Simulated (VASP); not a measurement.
# Bi: single point with PBEsol

Crystal: Bi.

```
Bi
1.0
     0.00000    2.53699    2.53699
     2.53699    0.00000    2.53699
     2.53699    2.53699    0.00000
Bi
1
Direct
  0.00000 0.00000 0.00000
```

This isn't the form of Bi at room conditions, which is rhombohedral.

```yaml
Program: VASP 6.6.1
Task: single point
Functional: PBEsol
Potentials_or_basis: VASP PAW PBE potentials, release 64 (Bi_d)
Cutoff: 520 eV
k_mesh: 12 × 12 × 12
Occupations: fermi-dirac, width 0.1 eV
Spin: no spin polarisation
```

- Pressure: -4.1 GPa
- Band gap on the k mesh: zero (an odd number of electrons rules out a gap without spin polarisation)

Levels at points of the mesh, in eV from the Fermi level:
```tsv
k point	band 3	band 4	band 5	band 6	band 7	band 8	band 9	band 10	band 11	band 12
(0.00, 0.00, 0.00)	-23.02	-22.96	-22.96	-13.33	4.59	4.59	4.59	8.23	9.06	10.52
(0.50, 0.00, 0.00)	-23.01	-22.90	-22.90	-10.72	-5.06	3.12	3.12	7.02	8.57	9.49
(0.50, 0.50, 0.00)	-22.90	-22.88	-22.88	-9.73	-4.29	0.31	0.31	3.96	5.17	16.78
```

Wall time 44 s on 1 thread of Intel Xeon 8259CL, on a shared host, peak memory 0.17 GiB.

Caveat: the cell stands under tension; the PAW data sets were made with another functional, which shifts forces and pressure a little; spin-orbit coupling is left out, which moves the levels of the heavy elements.
